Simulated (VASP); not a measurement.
## Au: single point with PBEsol

Crystal: Au.

```
CELL_PARAMETERS angstrom
-1.43260 -2.48133 0.00000
1.43260 -2.48133 0.00000
0.00000 -1.65405 9.58116
ATOMIC_POSITIONS crystal
Au 0.62500 0.62500 0.12500
Au 0.45835 0.45835 0.62500
Au 0.04170 0.04170 0.87500
Au 0.20835 0.20835 0.37500
```

This cell differs from its parent crystal: the part above a cut slid along it.

| Item | Value |
| --- | --- |
| Program | VASP 6.6.1 |
| Task | single point |
| Functional | PBEsol |
| Potentials or basis | VASP PAW PBE potentials, release 64 (Au) |
| Cutoff | 520 eV |
| k mesh | 24 × 24 × 6 |
| Occupations | gaussian, width 0.15 eV |
| Spin | no spin polarisation |

* Pressure: -0.3 GPa
* Largest force: 0.043 eV/Å
* Band gap on the k mesh: zero (bands 22 and 23 overlap by 5.15 eV)

Forces on the atoms (eV/Å):
```
Au   0.000  0.000 -0.037
Au   0.000  0.000  0.043
Au   0.000  0.000  0.037
Au   0.000  0.000 -0.043
```

Stress tensor (GPa, compression positive):
```
 0.00  0.00  0.00
 0.00  0.05  0.04
 0.00  0.04 -1.09
```

Levels at points of the mesh, in eV from the Fermi level:
| k point | band 20 | band 21 | band 22 | band 23 | band 24 | band 25 |
| --- | --- | --- | --- | --- | --- | --- |
| (0.00, 0.00, 0.00) | -2.73 | -2.73 | -2.04 | -2.04 | -1.16 | 2.77 |
| (0.50, 0.00, 0.00) | -1.66 | -0.35 | 0.27 | 1.11 | 1.45 | 3.45 |
| (0.50, 0.50, 0.00) | -1.63 | -0.10 | 0.81 | 0.90 | 1.43 | 3.85 |
| (0.00, 0.00, 0.50) | -3.06 | -2.32 | -2.32 | -2.19 | -2.19 | 5.87 |
| (0.50, 0.00, 0.50) | -1.63 | -0.10 | 0.81 | 0.90 | 1.43 | 3.85 |
| (0.50, 0.50, 0.50) | -1.66 | -0.35 | 0.27 | 1.11 | 1.45 | 3.45 |

Run time: 83 min on 1 thread of Oxide Virtual Turin-like Processor (shared host), peak memory 1.2 GiB.

Caveat: the cell differs from its parent crystal (the part above a cut slid along it); the PAW data sets were made with another functional, which shifts forces and pressure a little; spin-orbit coupling is left out, which moves the levels of the heavy elements.
